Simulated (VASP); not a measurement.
Runs of VASP 6.6.1 on MgS. The structure is that of space group F-43m (No. 216), or close to it. The cells are those of the table. 

```csv
task,cell,cutoff (eV),gap on the mesh (eV),pressure (GPa)
relaxation of cell and atoms,"relaxed to 10 GPa from a = 4.007 Å, angles 60.0°, 2 atoms",600,4.39,9.9
relaxation of cell and atoms,"relaxed to 5 GPa from a = 4.007 Å, angles 60.0°, 2 atoms",600,(a),5.0
single point,"a = 3.908 Å, angles 60.0°, 2 atoms",520,(b),4.7
single point,"a = 3.725 Å, angles 60.0°, 2 atoms",520,4.28,19.8
relaxation of cell and atoms,"relaxed to 20 GPa from a = 4.007 Å, angles 60.0°, 2 atoms",600,4.28,20.0
```

Alike in all rows: level r2SCAN; potentials or basis VASP PAW PBE potentials, release 64 (Mg, S); no spin polarisation; k mesh 7 × 7 × 7; smearing methfessel-paxton 0.01 eV.

Q: Fill in the values left out.

A: (a) 4.43; (b) 4.44.

Caveats: the PAW data sets were made with another functional, which shifts forces and pressure a little; the cell is relaxed towards a set pressure, so the enthalpy falls and the energy may rise (some runs).

A k mesh can miss the band edges.
